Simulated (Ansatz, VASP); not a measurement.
## BN: VASP beside Ansatz

```
B N
1.0
     2.50093    0.00000    0.00000
    -1.25046    2.16587    0.00000
     0.00000    0.00000    6.87426
B N
2 2
Direct
  0.33333 0.66667 0.25000
  0.66667 0.33333 0.75000
  0.33333 0.66667 0.75000
  0.66667 0.33333 0.25000
```

Alike in both runs: task relaxation of cell and atoms; functional r2SCAN; k mesh 12 × 12 × 4; occupations gaussian, width 0.02 eV; no spin polarisation.

|  | VASP | Ansatz |
| --- | --- | --- |
| version | VASP 6.6.1 | Ansatz 0.2.0 |
| potentials or method | VASP PAW PBE potentials, release 64 (B, N), cutoff 600 eV | scalar-relativistic, plane waves, PAW |
| valence electrons in the cell | 16 | 16 |

```tsv
	VASP	Ansatz	Ansatz less VASP
gap on the k mesh at the Fermi level, each at its own relaxed structure (eV)	4.92	4.89	-0.033
relaxed volume (Å³/atom)	9.31	9.31	-0.002
relaxed cell length with the largest relative difference (Å)	6.867	6.874	+0.0077
```

VASP's potentials were made for PBE, not for r2SCAN.
